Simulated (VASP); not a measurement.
Here is a VASP 6.6.1 calculation.

The input POSCAR:

```
BP
1.0
    0.0000000000      2.1782400000      2.3597600000
    2.1782400000      0.0000000000      2.3597600000
    2.1782400000      2.1782400000      0.0000000000
B P
1 1
Direct
    0.0000000000      0.0000000000      0.0000000000
    0.7500000000      0.7500000000      0.7500000000
```

Contents of INCAR.step1:

```
SYSTEM = BP
PREC = Accurate
ENCUT = 520
ISMEAR = 0
SIGMA = 0.05
LREAL = .False.
LASPH = .True.
NELM = 80
NBANDS = 11
GGA = PE
ALGO = Normal
EDIFF = 1E-4
LWAVE = .True.
LCHARG = .False.
```

The input INCAR.step2:

```
SYSTEM = BP
PREC = Accurate
ENCUT = 520
EDIFF = 1E-7
ISMEAR = 0
SIGMA = 0.05
LREAL = .False.
LASPH = .True.
NELM = 80
ALGO = Normal
ISIF = 2
LWAVE = .False.
LCHARG = .False.
METAGGA = R2SCAN
LMIXTAU = .True.
NBANDS = 11
ISTART = 1
```

The input KPOINTS:

```
regular mesh
0
Gamma
  10 10 10
  0 0 0
```

Potentials or basis: VASP PAW PBE potentials, release 64 (B, P).

Command:

```sh
$ cat potpaw_PBE.64/B/POTCAR potpaw_PBE.64/P/POTCAR > POTCAR
$ cp INCAR.step1 INCAR
$ mpirun -np 1 vasp_std > vasp.out
$ cp INCAR.step2 INCAR
$ mpirun -np 1 vasp_std > vasp.out
```

(1) Estimate the band gap on the k mesh.

(2) What does it give for the pressure?

## Answers

(1) 0.74 eV, indirect (least direct gap 3.27 eV).

(2) 7.0 GPa.

Caveat: the cell differs from its parent crystal (strain -0.040 along x and y, +0.040 along z); the PAW data sets were made with another functional, which shifts forces and pressure a little.
